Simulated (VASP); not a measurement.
SiMo3, 24 atoms in the cell. The cell holds a slab with vacuum, 24 atoms: a = 4.862 Å, b = 4.862 Å, c = 28.369 Å, α = 90.00°, β = 90.00°, γ = 90.00°. 

- Program: VASP 6.6.1
- Task: single point
- Functional: PBEsol
- Potentials or basis: VASP PAW PBE potentials, release 64 (Mo_sv, Si)
- Cutoff: 520 eV
- k mesh: 7 × 7 × 1
- Occupations: gaussian, width 0.1 eV
- Spin: no spin polarisation
- Dipole correction: yes
- Further INCAR settings: LREAL = Auto; ALGO = Normal; EDIFF = 1e-06; NBANDS = 156

Potentials or basis: VASP PAW PBE potentials, release 64 (Mo_sv, Si).

Run with:

```sh
$ cat potpaw_PBE.64/Mo_sv/POTCAR potpaw_PBE.64/Si/POTCAR > POTCAR
$ mpirun -np 4 vasp_std > vasp.out
```

Hardware: 4 MPI ranks on Intel(R) Xeon(R) Platinum 8259CL CPU @ 2.50GHz (Skylake/Cascade Lake), on a shared host.

Question: Estimate the wall time of this run.

Answer: Wall time 26 min on 4 MPI ranks on Intel(R) Xeon(R) Platinum 8259CL CPU @ 2.50GHz (Skylake/Cascade Lake), with other jobs on the host, peak memory 1.3 GiB a rank. Counts: scf iterations 44, k points 16.
